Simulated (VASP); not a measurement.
# PbSe (Pm-3m) in VASP: notebook

Runs on PbSe. Level: r2SCAN. Tasks: single point.

All numbers are computed with VASP 6.6.1; they aren't measurements. Logs are shortened: lines on timing, memory, paths and dates and some standing lists are left out, and cuts for length are marked.

### 1 The cell of the first run

The structure is cubic, space group Pm-3m (No. 221). Conventional cell: a = 3.771 Å, b = 3.771 Å, c = 3.771 Å, α = 90.00°, β = 90.00°, γ = 90.00°. Within 4.3 Å of Pb (site symmetry m-3m) lie 8 Se at 3.27 Å and 6 Pb at 3.77 Å. Se (site symmetry m-3m) has 8 Pb at 3.27 Å and 6 Se at 3.77 Å within 4.3 Å.

### 2 Single point, r2SCAN (strained)

POSCAR

```
PbSe
1.0
    3.7707741272      0.0000000000      0.0000000000
    0.0000000000      3.7707741272      0.0000000000
    0.0000000000      0.0000000000      3.7707741272
Pb Se
1 1
Direct
    0.0000000000      0.0000000000      0.0000000000
    0.5000000000      0.5000000000      0.5000000000
```

INCAR.step1

```
SYSTEM = PbSe
PREC = Accurate ; ENCUT = 520
ISMEAR = 0 ; SIGMA = 0.1
LREAL = .FALSE. ; LASPH = .TRUE.
NELM = 100 ; NBANDS = 17
GGA = PE ; ALGO = Normal
EDIFF = 1E-4 ; LWAVE = .TRUE.
LCHARG = .FALSE.
```

INCAR.step2

```
SYSTEM = PbSe
PREC = Accurate ; ENCUT = 520
EDIFF = 1E-6 ; ISMEAR = 0
SIGMA = 0.1 ; LREAL = .FALSE.
LASPH = .TRUE. ; NELM = 100
ALGO = Normal ; ISIF = 2
LWAVE = .FALSE. ; LCHARG = .FALSE.
METAGGA = R2SCAN ; LMIXTAU = .TRUE.
NBANDS = 17 ; ISTART = 1
```

KPOINTS

```
Automatic mesh
0
G
  12 12 12
  0 0 0
```

Potentials or basis: VASP PAW PBE potentials, release 64 (Pb_d, Se).

The run is started by

```bash
$ cat potpaw_PBE.64/Pb_d/POTCAR potpaw_PBE.64/Se/POTCAR > POTCAR
$ cp INCAR.step1 INCAR
$ mpirun -np 1 vasp_std > vasp.out
$ cp INCAR.step2 INCAR
$ mpirun -np 1 vasp_std > vasp.out
```

OUTCAR:

```text
SYSTEM = PbSe
   PREC = Accurate
   ENCUT = 520
   EDIFF = 1E-6
   ISMEAR = 0
   LREAL = .FALSE.
   LASPH = .TRUE.
   NELM = 100
   ISIF = 2
   METAGGA = R2SCAN
   ISTART = 1

 ion  position               nearest neighbor table
   1  0.000  0.000  0.000-   2 3.27   2 3.27   2 3.27   2 3.27   2 3.27   2 3.27   2 3.27   2 3.27

   2  0.500  0.500  0.500-   1 3.27   1 3.27   1 3.27   1 3.27   1 3.27   1 3.27   1 3.27   1 3.27

  LATTYP: Found a simple cubic cell.
 ALAT       =     3.7707741272

  Lattice vectors:

 A1 = (   3.7707741272,   0.0000000000,   0.0000000000)
 A2 = (   0.0000000000,   3.7707741272,   0.0000000000)
 A3 = (   0.0000000000,   0.0000000000,   3.7707741272)

Analysis of symmetry for initial positions (statically):
=====================================================================
 Subroutine PRICEL returns:
 Original cell was already a primitive cell.

 Routine SETGRP: Setting up the symmetry group for a
 simple cubic supercell.

 Subroutine GETGRP returns: Found 48 space group operations
 (whereof 48 operations were pure point group operations)
 out of a pool of 48 trial point group operations.

The static configuration has the point symmetry O_h .

Analysis of symmetry for dynamics (positions and initial velocities):
=====================================================================
 Subroutine PRICEL returns:
 Original cell was already a primitive cell.

 Routine SETGRP: Setting up the symmetry group for a
 simple cubic supercell.

 Subroutine GETGRP returns: Found 48 space group operations
 (whereof 48 operations were pure point group operations)
 out of a pool of 48 trial point group operations.

The dynamic configuration has the point symmetry O_h .

 Subroutine INISYM returns: Found 48 space group operations
 (whereof 48 operations are pure point group operations),
 and found     1 'primitive' translations

----------------------------------------------------------------------------------------

                                     Primitive cell

  volume of cell :      53.6156

  direct lattice vectors                    reciprocal lattice vectors
     3.770774127  0.000000000  0.000000000     0.265197534  0.000000000  0.000000000
     0.000000000  3.770774127  0.000000000     0.000000000  0.265197534  0.000000000
     0.000000000  0.000000000  3.770774127     0.000000000  0.000000000  0.265197534

  length of vectors
     3.770774127  3.770774127  3.770774127     0.265197534  0.265197534  0.265197534

[... 79 lines left out ...]
   NELM   =    100;   NELMIN=  2; NELMDL=  0     # of ELM steps
   EDIFF  = 0.1E-05   stopping-criterion for ELM
   LREAL  =      F    real-space projection
   EDIFFG = 0.1E-04   stopping-criterion for IOM
   NSW    =      0    number of steps for IOM
   IBRION =     -1    ionic relax: 0-MD 1-quasi-New 2-CG
   NFREE  =      0    steps in history (QN), initial steepest desc. (CG)
   ISIF   =      2    stress and relaxation
   ISYM   =      2    0-nonsym 1-usesym 2-fastsym
   POTIM  = 0.5000    time-step for ionic-motion
   TEBEG  =    0.0;   TEEND  =   0.0 temperature during run
   PSTRESS=    0.0 pullay stress
   NELECT =      20.0000    total number of electrons
   NUPDOWN=      -1.0000    fix difference up-down
   EMIN   =  10.00;   EMAX   =-10.00  energy-range for DOS
   EFERMI =   0.00;   METHOD = LEGACY
   ISMEAR =     0;   SIGMA  =   0.10  broadening in eV -4-tet -1-fermi 0-gaus
   EFERMI_NEDOS =   21; number of points for ismear=-14 and -15
   IALGO  =     38    algorithm
   IMIX   =      4    mixing-type and parameters
     AMIX     =   0.40;   BMIX     =  1.00
     AMIX_MAG =   1.60;   BMIX_MAG =  1.00
  volume/ion in A,a.u.               =      26.81       180.91
  Fermi-wavevector in a.u.,A,eV,Ry     =   1.178477  2.226998 18.895869  1.388807
  Thomas-Fermi vector in A             =   2.314805
   LORBIT       =      0    0 simple, 1 ext, 2 COOP (PROOUT), +10 PAW based schemes
   METAGGA = R2SCAN    functional components
   LHFCALC =     F    Hartree Fock is set to
   AEXX    =    0.0000 exact exchange contribution
   IVDW    =     0    specifies the selected vdW correction
   LEPSILON=     F    determine dielectric tensor
   LRPA    =     F    only Hartree local field effects (RPA)
 non-spin polarized calculation
 Gauss-broadening in eV      SIGMA  =   0.10
  energy-cutoff  :      520.00
  volume of cell :       53.62
 maximum number of plane-waves:      1472
   NGX = 15   NGY = 15   NGZ = 15

 number of electron      20.0000011 magnetization

 Free energy of the ion-electron system (eV)
  ---------------------------------------------------
  ext. energy  EPLUGINS =         0.00000000
  ---------------------------------------------------
  free energy    TOTEN  =       -71.41538656 eV

  energy without entropy =      -71.41243141  energy(sigma->0) =      -71.41390899

 E-fermi :   5.3054     XC(G=0): -10.5072

 val. band max:        5.2903296397   @ k =   0.5000   0.5000   0.4167
 cond. band min:       5.4046724144   @ k =   0.1667   0.1667   0.1667
 fundamental gap:      0.1143427747
 Fermi energy:         5.3054283800

 k-point     1 :       0.0000    0.0000    0.0000
  band No.  band energies     occupation
      1     -12.3464      2.00000
      2     -12.3464      2.00000
      3     -12.1892      2.00000
      4     -12.1892      2.00000
      5     -12.1892      2.00000
      6      -8.4483      2.00000
[... 457 lines left out ...]
      4     -12.2149      2.00000
      5     -12.1849      2.00000
      6      -6.9040      2.00000
[... 9 lines left out ...]
     16      15.4781      0.00000
     17      16.5379      0.00000

 [... further k-points ...]

------------------------ aborting loop because EDIFF is reached ----------------------------------------

  FORCE on cell =-STRESS in cart. coord.  units (eV):
  Direction    XX          YY          ZZ          XY          YZ          ZX
  --------------------------------------------------------------------------------------
  -------------------------------------------------------------------------------------
  Total       -0.0436243     -0.0436243     -0.0436243      0.0000000      0.0000000     -0.0000000
  in kB       -1.3036085     -1.3036085     -1.3036085      0.0000000      0.0000000     -0.0000000
  external PRESSURE =      -1.3036085 kB  Pullay stress =       0.0000000 kB

 VOLUME and BASIS-vectors are now :
 -----------------------------------------------------------------------------
  energy-cutoff  :      520.00
  volume of cell :       53.62
      direct lattice vectors                 reciprocal lattice vectors
     3.770774127  0.000000000  0.000000000     0.265197534  0.000000000  0.000000000
     0.000000000  3.770774127  0.000000000     0.000000000  0.265197534  0.000000000
     0.000000000  0.000000000  3.770774127     0.000000000  0.000000000  0.265197534

 POSITION                                       TOTAL-FORCE (eV/Angst)
 -----------------------------------------------------------------------------------
      0.00000      0.00000      0.00000         0.000000      0.000000      0.000000
      1.88539      1.88539      1.88539         0.000000      0.000000      0.000000
 -----------------------------------------------------------------------------------
    total drift:                               -0.000000      0.000000      0.000000

  FREE ENERGIE OF THE ION-ELECTRON SYSTEM (eV)
  ---------------------------------------------------
  free  energy   TOTEN  =       -71.4153865641 eV

  energy  without entropy=      -71.4124314106  energy(sigma->0) =      -71.41390899
```

OSZICAR.step1:

```text
N       E                     dE             d eps       ncg     rms          rms(c)
DAV:   1     0.153095305595E+03    0.15310E+03   -0.96040E+03  2872   0.122E+03
DAV:   2     0.308458830642E+01   -0.15001E+03   -0.14486E+03  3038   0.309E+02
DAV:   3    -0.788965300047E+01   -0.10974E+02   -0.10707E+02  3721   0.871E+01
DAV:   4    -0.815080004693E+01   -0.26115E+00   -0.25998E+00  3520   0.145E+01
DAV:   5    -0.815922850535E+01   -0.84285E-02   -0.84279E-02  4004   0.261E+00    0.289E+00
DAV:   6    -0.772650307714E+01    0.43273E+00   -0.10330E+00  4325   0.693E+00    0.153E+00
DAV:   7    -0.772072855332E+01    0.57745E-02   -0.11199E-01  3279   0.160E+00    0.884E-01
DAV:   8    -0.772149053590E+01   -0.76198E-03   -0.22599E-02  3691   0.137E+00    0.226E-01
DAV:   9    -0.771976700763E+01    0.17235E-02   -0.14280E-02  4184   0.826E-01    0.981E-02
DAV:  10    -0.771950504887E+01    0.26196E-03   -0.27881E-03  4069   0.327E-01    0.455E-02
DAV:  11    -0.771943243544E+01    0.72613E-04   -0.26718E-04  2677   0.104E-01
   1 F= -.77194324E+01 E0= -.77167233E+01  d E =-.541822E-02
```

It took 2.4 min on 1 thread of AMD EPYC 7R13 (Zen 3), shared host; peak memory 0.19 GiB.

What came out:

```
Free energy            : -71.4154 eV
Pressure               : -0.1 GPa
Band gap on the k mesh : zero (bands 10 and 11 overlap by 0.53 eV)
```

Levels at points of the mesh, in eV from the Fermi level:
| k point | band 6 | band 7 | band 8 | band 9 | band 10 | band 11 | band 12 | band 13 | band 14 | band 15 |
| --- | --- | --- | --- | --- | --- | --- | --- | --- | --- | --- |
| (0.00, 0.00, 0.00) | -13.75 | -7.17 | -1.59 | -1.59 | -1.59 | 5.65 | 5.65 | 6.48 | 6.48 | 6.48 |
| (0.50, 0.00, 0.00) | -12.64 | -9.27 | -0.33 | -0.33 | -0.26 | 0.45 | 3.65 | 3.65 | 7.07 | 9.08 |
| (0.50, 0.50, 0.00) | -11.94 | -7.70 | -4.49 | -4.49 | -0.06 | 4.48 | 4.48 | 5.29 | 7.47 | 9.33 |
| (0.50, 0.50, 0.50) | -11.69 | -6.63 | -2.45 | -2.45 | -2.45 | -0.43 | -0.43 | -0.43 | 14.95 | 14.95 |

Caveat: the cell differs from its parent crystal (strained); semilocal functionals underestimate gaps, so a narrow gap can read as zero; the PAW data sets were made with another functional, which shifts forces and pressure a little; spin-orbit coupling is left out, which moves the levels of the heavy elements.

(Continued in part 2 of 2.)
